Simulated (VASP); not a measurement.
# Y (Im-3m) in VASP: a series of runs

The runs below take Y through single point, with r2SCAN.

All numbers are computed with VASP 6.6.1; they aren't measurements. Logs are shortened: lines on timing, memory, paths and dates and some standing lists are left out, and cuts for length are marked.

### 1 The cell of the first run

Symmetry: Im-3m, No. 229, cubic system. The conventional cell has a = 3.649 Å, b = 3.649 Å, c = 3.649 Å, α = 90.00°, β = 90.00°, γ = 90.00°. Y (site symmetry m-3m) has 14 Y at 3.16 to 3.65 Å within 4.2 Å.

### 2 Single point, r2SCAN

Contents of POSCAR:

```
Y
1.0
    1.8242712450      1.8242712450      1.8242712450
   -1.8242712450      1.8242712450      1.8242712450
   -1.8242712450     -1.8242712450      1.8242712450
Y
1
Direct
    0.0000000000      0.0000000000      0.0000000000
```

Contents of INCAR.step1:

```
SYSTEM = Y
PREC = Accurate
ENCUT = 520
ISMEAR = -1
SIGMA = 0.05
LREAL = .False.
LASPH = .True.
NELM = 60
NBANDS = 12
GGA = PE
ALGO = Normal
EDIFF = 1E-4
LWAVE = .True.
LCHARG = .False.
```

Contents of INCAR.step2:

```
SYSTEM = Y
PREC = Accurate
ENCUT = 520
EDIFF = 1E-6
ISMEAR = -1
SIGMA = 0.05
LREAL = .False.
LASPH = .True.
NELM = 60
ALGO = Normal
ISIF = 2
LWAVE = .False.
LCHARG = .False.
METAGGA = R2SCAN
LMIXTAU = .True.
NBANDS = 12
ISTART = 1
```

Contents of KPOINTS:

```
regular mesh
0
Gamma
  8 8 8
  0 0 0
```

Potentials or basis: VASP PAW PBE potentials, release 64 (Y_sv).

Launch:

```console
> cat potpaw_PBE.64/Y_sv/POTCAR > POTCAR
> cp INCAR.step1 INCAR
> mpirun -np 1 vasp_std > vasp.out
> cp INCAR.step2 INCAR
> mpirun -np 1 vasp_std > vasp.out
```

OUTCAR:

```text
SYSTEM = Y
   PREC = Accurate
   ENCUT = 520
   EDIFF = 1E-6
   ISMEAR = -1
   LREAL = .False.
   LASPH = .True.
   NELM = 60
   ISIF = 2
   METAGGA = R2SCAN
   ISTART = 1

 ion  position               nearest neighbor table
   1  0.000  0.000  0.000-

  LATTYP: Found a body centered cubic cell.
 ALAT       =     3.6485424900

  Lattice vectors:

 A1 = (   1.8242712450,  -1.8242712450,  -1.8242712450)
 A2 = (   1.8242712450,   1.8242712450,   1.8242712450)
 A3 = (  -1.8242712450,  -1.8242712450,   1.8242712450)

Analysis of symmetry for initial positions (statically):
=====================================================================
 Subroutine PRICEL returns:
 Original cell was already a primitive cell.

 Routine SETGRP: Setting up the symmetry group for a
 body centered cubic supercell.

 Subroutine GETGRP returns: Found 48 space group operations
 (whereof 48 operations were pure point group operations)
 out of a pool of 48 trial point group operations.

The static configuration has the point symmetry O_h .

Analysis of symmetry for dynamics (positions and initial velocities):
=====================================================================
 Subroutine PRICEL returns:
 Original cell was already a primitive cell.

 Routine SETGRP: Setting up the symmetry group for a
 body centered cubic supercell.

 Subroutine GETGRP returns: Found 48 space group operations
 (whereof 48 operations were pure point group operations)
 out of a pool of 48 trial point group operations.

The dynamic configuration has the point symmetry O_h .

 Subroutine INISYM returns: Found 48 space group operations
 (whereof 48 operations are pure point group operations),
 and found     1 'primitive' translations

----------------------------------------------------------------------------------------

                                     Primitive cell

  volume of cell :      24.2844

  direct lattice vectors                    reciprocal lattice vectors
     1.824271245  1.824271245  1.824271245     0.274082049  0.000000000  0.274082049
    -1.824271245  1.824271245  1.824271245    -0.274082049  0.274082049  0.000000000
    -1.824271245 -1.824271245  1.824271245     0.000000000 -0.274082049  0.274082049

  length of vectors
     3.159730483  3.159730483  3.159730483     0.387610550  0.387610550  0.387610550

  position of ions in fractional coordinates (direct lattice)
[... 76 lines left out ...]
   NELM   =     60;   NELMIN=  2; NELMDL=  0     # of ELM steps
   EDIFF  = 0.1E-05   stopping-criterion for ELM
   LREAL  =      F    real-space projection
   EDIFFG = 0.1E-04   stopping-criterion for IOM
   NSW    =      0    number of steps for IOM
   IBRION =     -1    ionic relax: 0-MD 1-quasi-New 2-CG
   NFREE  =      0    steps in history (QN), initial steepest desc. (CG)
   ISIF   =      2    stress and relaxation
   ISYM   =      2    0-nonsym 1-usesym 2-fastsym
   POTIM  = 0.5000    time-step for ionic-motion
   TEBEG  =    0.0;   TEEND  =   0.0 temperature during run
   PSTRESS=    0.0 pullay stress
   NELECT =      11.0000    total number of electrons
   NUPDOWN=      -1.0000    fix difference up-down
   EMIN   =  10.00;   EMAX   =-10.00  energy-range for DOS
   EFERMI =   0.00;   METHOD = LEGACY
   ISMEAR =    -1;   SIGMA  =   0.05  broadening in eV -4-tet -1-fermi 0-gaus
   EFERMI_NEDOS =   21; number of points for ismear=-14 and -15
   IALGO  =     38    algorithm
   IMIX   =      4    mixing-type and parameters
     AMIX     =   0.40;   BMIX     =  1.00
     AMIX_MAG =   1.60;   BMIX_MAG =  1.00
  volume/ion in A,a.u.               =      24.28       163.88
  Fermi-wavevector in a.u.,A,eV,Ry     =   1.257273  2.375902 21.507217  1.580736
  Thomas-Fermi vector in A             =   2.390940
   LORBIT       =      0    0 simple, 1 ext, 2 COOP (PROOUT), +10 PAW based schemes
   METAGGA = R2SCAN    functional components
   LHFCALC =     F    Hartree Fock is set to
   AEXX    =    0.0000 exact exchange contribution
   IVDW    =     0    specifies the selected vdW correction
   LEPSILON=     F    determine dielectric tensor
   LRPA    =     F    only Hartree local field effects (RPA)
 non-spin polarized calculation
  energy-cutoff  :      520.00
  volume of cell :       24.28
 maximum number of plane-waves:       682
   NGX = 11   NGY = 11   NGZ = 11

 number of electron      10.9999999 magnetization

 Free energy of the ion-electron system (eV)
  ---------------------------------------------------
  ext. energy  EPLUGINS =         0.00000000
  ---------------------------------------------------
  free energy    TOTEN  =       -19.70244217 eV

  energy without entropy =      -19.68833246  energy(sigma->0) =      -19.69538731

 E-fermi :   4.8410     XC(G=0): -11.4310

 val. band max:        4.8105139878   @ k =   0.1250   0.5000   0.1250
 cond. band min:       4.8883360824   @ k =   0.2500  -0.2500   0.2500
 fundamental gap:      0.0778220946
 Fermi energy:         4.8409697636

 k-point     1 :       0.0000    0.0000    0.0000
  band No.  band energies     occupation
      1     -38.9326      2.00000
      2     -17.5804      2.00000
      3     -17.5804      2.00000
      4     -17.5804      2.00000
      5      -0.4639      2.00000
      6       7.1575      0.00000
      7       7.1575      0.00000
      8       7.1575      0.00000
      9       9.6128      0.00000
     10       9.6128      0.00000
     11      16.7079      0.00000
     12      16.7079      0.00000
[... 331 lines left out ...]
 k-point    24 :       0.5000    0.2500    0.2500
  band No.  band energies     occupation
      1     -38.5996      2.00000
      2     -18.7868      2.00000
      3     -18.2737      2.00000
      4     -18.0852      2.00000
      5       3.1081      2.00000
      6       3.9481      2.00000
      7       7.1854      0.00000
      8       7.7043      0.00000
      9      12.7633      0.00000
     10      12.7756      0.00000
     11      16.0270      0.00000
     12      17.6103      0.00000

 [... further k-points ...]
[... 5 lines left out ...]
  --------------------------------------------------------------------------------------
  -------------------------------------------------------------------------------------
  Total        3.0483140      3.0483140      3.0483140      0.0000000     -0.0000000     -0.0000000
  in kB      201.1138871    201.1138871    201.1138871      0.0000000     -0.0000000     -0.0000000
  external PRESSURE =     201.1138871 kB  Pullay stress =       0.0000000 kB

 VOLUME and BASIS-vectors are now :
 -----------------------------------------------------------------------------
  energy-cutoff  :      520.00
  volume of cell :       24.28
      direct lattice vectors                 reciprocal lattice vectors
     1.824271245  1.824271245  1.824271245     0.274082049  0.000000000  0.274082049
    -1.824271245  1.824271245  1.824271245    -0.274082049  0.274082049  0.000000000
    -1.824271245 -1.824271245  1.824271245     0.000000000 -0.274082049  0.274082049

 POSITION                                       TOTAL-FORCE (eV/Angst)
 -----------------------------------------------------------------------------------
      0.00000      0.00000      0.00000         0.000000      0.000000      0.000000
 -----------------------------------------------------------------------------------
    total drift:                               -0.000000     -0.000000      0.000000

  FREE ENERGIE OF THE ION-ELECTRON SYSTEM (eV)
  ---------------------------------------------------
  free  energy   TOTEN  =       -19.7024421716 eV

  energy  without entropy=      -19.6883324569  energy(sigma->0) =      -19.69538731
```

OSZICAR.step1:

```text
N       E                     dE             d eps       ncg     rms          rms(c)
DAV:   1     0.267835413298E+02    0.26784E+02   -0.58094E+03   696   0.867E+02
DAV:   2    -0.459925294888E+01   -0.31383E+02   -0.30380E+02   836   0.171E+02
DAV:   3    -0.595730295045E+01   -0.13581E+01   -0.13374E+01   940   0.237E+01
DAV:   4    -0.599716786220E+01   -0.39865E-01   -0.39839E-01   772   0.398E+00
DAV:   5    -0.599786455650E+01   -0.69669E-03   -0.69666E-03   880   0.392E-01    0.274E+01
DAV:   6    -0.590312621295E+01    0.94738E-01   -0.17021E-01   816   0.284E+00    0.165E+01
DAV:   7    -0.590974130283E+01   -0.66151E-02   -0.23836E-01   900   0.340E+00    0.135E+00
DAV:   8    -0.590670207370E+01    0.30392E-02   -0.27732E-02   768   0.138E+00    0.199E-01
DAV:   9    -0.590662592063E+01    0.76153E-04   -0.65124E-04   828   0.222E-01
   1 F= -.59066259E+01 E0= -.58948565E+01  d E =-.235389E-01
```

Run time: 20 s. Hardware: 1 thread of Intel Xeon Platinum 8488C (Sapphire Rapids), shared host; peak memory 0.16 GiB.

Results:

| Quantity | Value |
| --- | --- |
| Free energy | -19.7024 eV |
| Pressure | 20.1 GPa |

Caveat: the PAW data sets were made with another functional, which shifts forces and pressure a little.

### 3 Single point, r2SCAN

This run uses another cell than the first one, of 27.59 Å³/atom, 1.136 times its volume.

Contents of POSCAR:

```
Y
1.0
    1.9036028815      1.9036028815      1.9036028815
   -1.9036028815      1.9036028815      1.9036028815
   -1.9036028815     -1.9036028815      1.9036028815
Y
1
Direct
    0.0000000000      0.0000000000      0.0000000000
```

Contents of INCAR.step1:

```
PREC = Accurate
ENCUT = 520
ISMEAR = -1
SIGMA = 0.05
LREAL = False
LASPH = True
NELM = 100
NBANDS = 12
GGA = PE
ALGO = Normal
EDIFF = 1E-4
LWAVE = True
LCHARG = False
```

Contents of INCAR.step2:

```
PREC = Accurate
ENCUT = 520
EDIFF = 1E-7
ISMEAR = -1
SIGMA = 0.05
LREAL = False
LASPH = True
NELM = 100
ALGO = Normal
ISIF = 2
LWAVE = False
LCHARG = False
METAGGA = R2SCAN
LMIXTAU = True
NBANDS = 12
ISTART = 1
```

Contents of KPOINTS:

```
Automatic mesh
0
Gamma
  8 8 8
```

Potentials or basis: VASP PAW PBE potentials, release 64 (Y_sv).

Launch:

```console
> cat potpaw_PBE.64/Y_sv/POTCAR > POTCAR
> cp INCAR.step1 INCAR
> mpirun -np 1 vasp_std > vasp.out
> cp INCAR.step2 INCAR
> mpirun -np 1 vasp_std > vasp.out
```

Wall time 43 s (1 thread of Intel Xeon Platinum 8488C (Sapphire Rapids), shared host); peak memory 0.18 GiB.

It converged, with:

* Free energy: -20.0063 eV
* Pressure: 10.1 GPa

Levels at points of the mesh, in eV from the Fermi level:
```
           k point  band 3  band 4  band 5  band 6  band 7  band 8
(0.00, 0.00, 0.00)  -22.89  -22.89   -5.30    2.15    2.15    2.15
(0.50, 0.00, 0.00)  -23.19  -22.90   -2.39    0.18    1.21    4.46
(0.50, 0.50, 0.50)  -23.54  -23.54   -2.19   -2.19    6.64    6.64
```

Caveat: the PAW data sets were made with another functional, which shifts forces and pressure a little.

### 4 Single point, r2SCAN

This run uses another cell than the first one, of 33.70 Å³/atom, 1.388 times its volume.

Contents of POSCAR:

```
Y
1.0
    2.0348701644      2.0348701644      2.0348701644
   -2.0348701644      2.0348701644      2.0348701644
   -2.0348701644     -2.0348701644      2.0348701644
Y
1
Direct
    0.0000000000      0.0000000000      0.0000000000
```

Contents of INCAR.step1:

```
SYSTEM = Y
PREC = Accurate
ENCUT = 520
ISMEAR = -1
SIGMA = 0.05
LREAL = .False.
LASPH = .True.
NELM = 80
NBANDS = 12
GGA = PE
ALGO = Normal
EDIFF = 1E-4
LWAVE = .True.
LCHARG = .False.
```

Contents of INCAR.step2:

```
SYSTEM = Y
PREC = Accurate
ENCUT = 520
EDIFF = 1E-6
ISMEAR = -1
SIGMA = 0.05
LREAL = .False.
LASPH = .True.
NELM = 80
ALGO = Normal
ISIF = 2
LWAVE = .False.
LCHARG = .False.
METAGGA = R2SCAN
LMIXTAU = .True.
NBANDS = 12
ISTART = 1
```

Contents of KPOINTS:

```
regular mesh
0
Gamma
  8 8 8
  0 0 0
```

Launch:

```console
> cat potpaw_PBE.64/Y_sv/POTCAR > POTCAR
> cp INCAR.step1 INCAR
> mpirun -np 1 vasp_std > vasp.out
> cp INCAR.step2 INCAR
> mpirun -np 1 vasp_std > vasp.out
```

Wall time 47 s (1 thread of Intel Xeon Platinum 8488C (Sapphire Rapids), shared host); peak memory 0.18 GiB.

Results (log left out):

| Quantity | Value |
| --- | --- |
| Free energy | -20.1809 eV |
| Pressure | 0.1 GPa |

Levels at points of the mesh, in eV from the Fermi level:
| k point | band 2 | band 3 | band 4 | band 5 | band 6 | band 7 | band 8 | band 9 |
| --- | --- | --- | --- | --- | --- | --- | --- | --- |
| (0.00, 0.00, 0.00) | -23.54 | -23.54 | -23.54 | -5.03 | 1.93 | 1.93 | 1.93 | 3.73 |
| (0.50, 0.00, 0.00) | -24.06 | -23.70 | -23.54 | -2.01 | 0.35 | 0.48 | 3.72 | 4.33 |
| (0.50, 0.50, 0.50) | -23.89 | -23.89 | -23.89 | -1.54 | -1.54 | 5.47 | 5.47 | 5.47 |

Caveat: the PAW data sets were made with another functional, which shifts forces and pressure a little.

### 5 Overview

| cell | gap on the mesh (eV) | pressure (GPa) |
| --- | --- | --- |
| a = 3.160 Å, angles 70.5, 109.5, 70.5°, 1 atom | none | 20.1 |
| a = 3.297 Å, angles 70.5, 109.5, 70.5°, 1 atom | none | 10.1 |
| a = 3.524 Å, angles 70.5, 109.5, 70.5°, 1 atom | none | 0.1 |

Alike in all rows: task single point; level r2SCAN; potentials or basis VASP PAW PBE potentials, release 64 (Y_sv); no spin polarisation; k mesh 8 × 8 × 8; cutoff (eV) 520; smearing fermi-dirac 0.05 eV.

Caveats: the PAW data sets were made with another functional, which shifts forces and pressure a little.

Absolute energies hang on the potentials; compare differences alone.
